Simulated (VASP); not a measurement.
Wanted: the native input for a VASP 6.6.1 run.

- Task: single point
- Functional: PBEsol
- Potentials or basis: VASP PAW PBE potentials, release 64 (Sn_d, O)
- Cutoff: 520 eV
- k mesh: 6 × 6 × 8
- Occupations: gaussian, width 0.02 eV
- Spin: no spin polarisation
- Dipole correction: no
- Further INCAR settings: ALGO = Normal; EDIFF = 1e-06; NBANDS = 35

The structure of SnO2 lies in POSCAR:

```
SnO2
1.0
    4.6969135085      0.0000000000      0.0000000000
    0.0000000000      4.6969135085      0.0000000000
    0.0000000000      0.0000000000      3.2413074061
Sn O
2 4
Direct
    0.5000000000      0.5000000000      0.5000000000
    0.0000000000      0.0000000000      0.0000000000
    0.1937455547      0.8062544453      0.5000000000
    0.8062544453      0.1937455547      0.5000000000
    0.3062544453      0.3062544453      0.0000000000
    0.6937455547      0.6937455547      0.0000000000
```

This cell differs from its parent crystal: biaxial strain in the a-b plane: -1.5 %.

These files were run (other wordings do the same):

INCAR

```
  PREC = Accurate
  ENCUT = 520
  EDIFF = 1E-6
  ISMEAR = 0
  SIGMA = 0.02
  LREAL = False
  LASPH = True
  NELM = 80
  ALGO = Normal
  ISIF = 2
  LWAVE = False
  LCHARG = True
  GGA = PS
  LELF = True
  LVHAR = True
  NBANDS = 35
```

KPOINTS

```
regular mesh
0
Gamma
  6 6 8
```

Potentials or basis: VASP PAW PBE potentials, release 64 (Sn_d, O).

Command:

```bash
$ cat potpaw_PBE.64/Sn_d/POTCAR potpaw_PBE.64/O/POTCAR > POTCAR
$ mpirun -np 1 vasp_std > vasp.out
```

Results of the run:

| Item | Value |
| --- | --- |
| Pressure | 4.3 GPa |
| Largest force | 0.021 eV/Å |
| Band gap on the k mesh | 1.08 eV |

Caveat: the cell differs from its parent crystal (biaxial strain in the a-b plane: -1.5 %); the cell stands under pressure; the PAW data sets were made with another functional, which shifts forces and pressure a little; spin-orbit coupling is left out, which moves the levels of the heavy elements.

Wall time 2 min on 1 thread of Intel Xeon 8259CL, on a shared host, peak memory 0.24 GiB.
